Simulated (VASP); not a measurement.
Runs of VASP 6.6.1 on Rh. The structure is that of space group Fm-3m (No. 225), or close to it. The cells are those of the table. 

```tsv
cell	gap on the mesh (eV)	pressure (GPa)
a = 2.710, b = 2.710, c = 2.770 Å, angles 59.3, 59.3, 61.5°, 1 atom	none	-10.5
a = 2.710, b = 2.710, c = 2.649 Å, angles 60.7, 60.7, 58.5°, 1 atom	none	0.7
a = 2.690, b = 2.690, c = 2.609 Å, angles 61.0, 61.0, 58.0°, 1 atom	none	(c)
a = 2.669, b = 2.669, c = 2.689 Å, angles 59.8, 59.8, 60.5°, 1 atom	none	4.7
a = 2.649, b = 2.649, c = 2.689 Å, angles 59.5, 59.5, 61.0°, 1 atom	none	(b)
a = 2.709, b = 2.709, c = 2.730 Å, angles 59.8, 59.8, 60.5°, 1 atom	none	(a)
a = 2.709, b = 2.709, c = 2.689 Å, angles 60.2, 60.2, 59.5°, 1 atom	none	-3.7
a = 2.669, b = 2.669, c = 2.649 Å, angles 60.3, 60.3, 59.5°, 1 atom	none	9.4
```

Alike in all rows: task single point; level r2SCAN; potentials or basis VASP PAW PBE potentials, release 64 (Rh_sv_GW); no spin polarisation; k mesh 8 × 8 × 8; cutoff (eV) 680; smearing gaussian 0.15 eV.

Task: Estimate the missing entries.

Result: (a) -7.4; (b) 9.6; (c) 10.3.

Caveats: some runs use coarse meshes; the PAW data sets were made with another functional, which shifts forces and pressure a little; the cell stands under tension (at least some runs); the stress differs along the axes, from -13 to -5 GPa (at least some runs); the stress differs along the axes, from -6 to 4 GPa (at least some runs); the cell stands under pressure (at least some runs).

A k mesh can miss the band edges, and the runs leave out spin-orbit coupling on Rh.

A gap of «none» marks levels without a gap at the run's occupations.
